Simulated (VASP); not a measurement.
Set up this calculation in VASP 6.6.1, as the native input.

| Item | Value |
| --- | --- |
| Task | single point |
| Functional | PBE |
| Potentials or basis | VASP PAW PBE potentials, release 64 (C, N, H) |
| Cutoff | 520 eV |
| k mesh | 1 × 1 × 1 |
| Occupations | fermi-dirac, width 0.05 eV |
| Spin | no spin polarisation |
| Dipole correction | no |
| Further INCAR settings | LREAL = Auto; ALGO = Normal; EDIFF = 1e-07; NBANDS = 72 |

The structure of H3C2N lies in POSCAR:

```
H3C2N
1.0
    8.0517480000      0.0000000000      0.0000000000
    0.0000000000      8.0517480000      0.0000000000
    0.0000000000      0.0000000000      8.0517480000
C N H
12 6 18
Direct
    0.7517994850      0.2181513877      0.8818457806
    0.8565096672      0.3060577653      0.7615365011
    0.5445153028      0.3558606156      0.3243270902
    0.5169188107      0.2202378912      0.4561245583
    0.1535815577      0.8834106582      0.4371597323
    0.0452075748      0.9085107979      0.5717888836
    0.0789393806      0.5691434953      1.0016334341
    0.2451020573      0.5285560353      0.9783093063
    0.2690968470      0.0717980742     -0.0912472671
    0.1959947082      0.1652312020      0.0438662512
    0.6326700736      0.7376286491      0.6125874779
    0.7376907474      0.7474401832      0.4630671501
    0.9514704136      0.3724532859      0.6812806362
    0.5040272001      0.1269289600      0.5608223208
   -0.0348992542      0.9277736958      0.6933649687
    0.3748875399      0.4704071712      0.9660138395
    0.1370634054      0.2220139031      0.1608098018
    0.8224922091      0.7082188861      0.3538113711
    0.6662155845      0.2982706364      0.9496571428
    0.6838266672      0.1056913356      0.8395692463
    0.8420407593      0.1734281798      0.9712176784
    0.6538331801      0.3419754319      0.2414134173
    0.4411961229      0.3477381557      0.2337008063
    0.5549726594      0.4820443958      0.3754836838
    0.1538051116      0.9806069440      0.3539479874
    0.2780265850      0.8598132977      0.4827647363
    0.1177508288      0.7733848600      0.3534139419
    0.0069301722      0.4570436134      1.0318753145
    0.0513801475      0.6550751464      1.0980597008
    0.0194491929      0.6379856896      0.9023506449
    0.3132487505      0.1379948801     -0.2113702515
    0.3901885653      0.0299189691     -0.0507715840
    0.2028379428     -0.0356195947     -0.1163101478
    0.7146771111      0.6628125967      0.6988544599
    0.6142641325      0.8670663811      0.6522310435
    0.5253641818      0.6511256935      0.5958954503
```

These files were run (other wordings do the same):

INCAR

```
ALGO = Normal
EDIFF = 1E-7
ENCUT = 520
GGA = PE
ISIF = 2
ISMEAR = -1
LASPH = True
LCHARG = False
LREAL = Auto
LWAVE = False
NBANDS = 72
NELM = 80
PREC = Accurate
SIGMA = 0.05
```

KPOINTS

```
k-points
0
Gamma
  1 1 1
```

Potentials or basis: VASP PAW PBE potentials, release 64 (C, N, H).

Launch:

```sh
$ cat potpaw_PBE.64/C/POTCAR potpaw_PBE.64/N/POTCAR potpaw_PBE.64/H/POTCAR > POTCAR
$ mpirun -np 1 vasp_gam > vasp.out
```

Results of the run:

* Pressure: 2.1 GPa
* Largest force: 6.519 eV/Å
* Band gap on the k mesh: 6.13 eV

Caveat: the k points lie up to 0.78 Å⁻¹ apart.

It took 80 s on 1 thread of Intel(R) Xeon(R) Platinum 8259CL CPU @ 2.50GHz (Skylake/Cascade Lake), with other jobs on the host, peak memory 0.47 GiB.
